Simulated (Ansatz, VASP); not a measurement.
Mg3Si4H2O12 in VASP and in Ansatz

```xyz
21
Lattice="5.2440 -0.0025 0.0547 2.6125 4.5467 0.0465 1.5127 0.1160 9.1351" Properties=species:S:1:pos:R:3 pbc="T T T"
Mg    0.0000    0.0000    0.0000
Mg    4.1281    1.6330    9.1679
Mg    5.2412    3.0271    0.0684
Si    4.3336    4.5312    2.7595
Si    5.0357    0.1289    6.4767
Si    4.3377    1.4990    2.7471
Si    5.0316    3.1612    6.4891
H     6.9679    3.0293    2.0990
H     2.4014    1.6309    7.1372
O     4.3516    1.5071    1.1298
O     5.0177    3.1530    8.1065
O     6.9765    3.0242    1.1267
O     2.3928    1.6359    8.1095
O     4.3524    4.5396    1.1425
O     5.0169    0.1205    8.0938
O     5.5484    0.5692    3.2933
O     3.8209    4.0909    5.9429
O     2.9291    0.9024    3.2837
O     6.4402    3.7577    5.9525
O     4.5240    3.0129    3.2960
O     4.8453    1.6472    5.9403
```

Alike in both runs: functional LDA; k mesh 6 × 6 × 4; occupations gaussian, width 0.02 eV; no spin polarisation.

Ansatz relaxed the structure, and its values are those at the end. VASP's run is a single point on that final structure, the one shown.

|  | VASP | Ansatz |
| --- | --- | --- |
| version | VASP 6.6.1 | Ansatz 0.2.0 |
| potentials or method | VASP PAW LDA potentials, release 64 (Mg, Si, H, O), cutoff 520 eV | scalar-relativistic, plane waves, PAW |
| valence electrons in the cell | 96 | 120 |

|  | VASP | Ansatz | Ansatz less VASP |
| --- | --- | --- | --- |
| gap on the k mesh at the Fermi level (eV) | 5.29 | 5.29 | +0.006 |
| least direct gap on the mesh (eV) | 5.29 | 5.29 | +0.006 |
| pressure (GPa) | 0.0 | 0.0 | -0.04 |
| rms of the force components (eV/Å) | 0.062 | 0.001 | -0.0610 |

LDA's correlation is that of Perdew and Zunger in VASP and of Perdew and Wang (1992) in Ansatz. VASP's potentials hold 96 valence electrons a cell and Ansatz's 120, so a difference there can come from the potentials and not from the codes.
